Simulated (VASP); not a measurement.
Crystal: MgO (Periclase).

```
Mg O
1.0
     0.00000    2.10217    2.10217
     2.10217    0.00000    2.10217
     2.10217    2.10217    0.00000
Mg O
1 1
Direct
  0.00000 0.00000 0.00000
  0.50000 0.50000 0.50000
```

Program: VASP 6.6.1. Alike in all runs: task single point; potentials or basis VASP PAW PBE potentials, release 64 (Mg, O); no spin polarisation; cell as given; cutoff (eV) 520.

Order these runs on this cell by their band gap on the k mesh, lowest first.
A. level PBE-based screened hybrid; k mesh 6 × 6 × 6; smearing gaussian 0.01 eV; grid for exact exchange (PRECFOCK) Normal; share of exact exchange 1; screening parameter 0.1 1/Å
B. level PBE-based screened hybrid; k mesh 6 × 6 × 6; smearing gaussian 0.01 eV; grid for exact exchange (PRECFOCK) Normal; share of exact exchange 0.4; screening parameter 0.3 1/Å
C. level HSE06; k mesh 6 × 6 × 6; smearing gaussian 0.01 eV; grid for exact exchange (PRECFOCK) Normal; screening parameter 0.2079 1/Å
D. level PBE; k mesh 8 × 8 × 8; smearing methfessel-paxton 0.05 eV
E. level PBE-based screened hybrid; k mesh 6 × 6 × 6; smearing gaussian 0.01 eV; grid for exact exchange (PRECFOCK) Normal; share of exact exchange 1; screening parameter 0.3 1/Å

D (4.78 eV), C (6.50 eV), B (7.16 eV), E (11.01 eV), A (13.57 eV).

Caveats: some runs use coarse meshes.
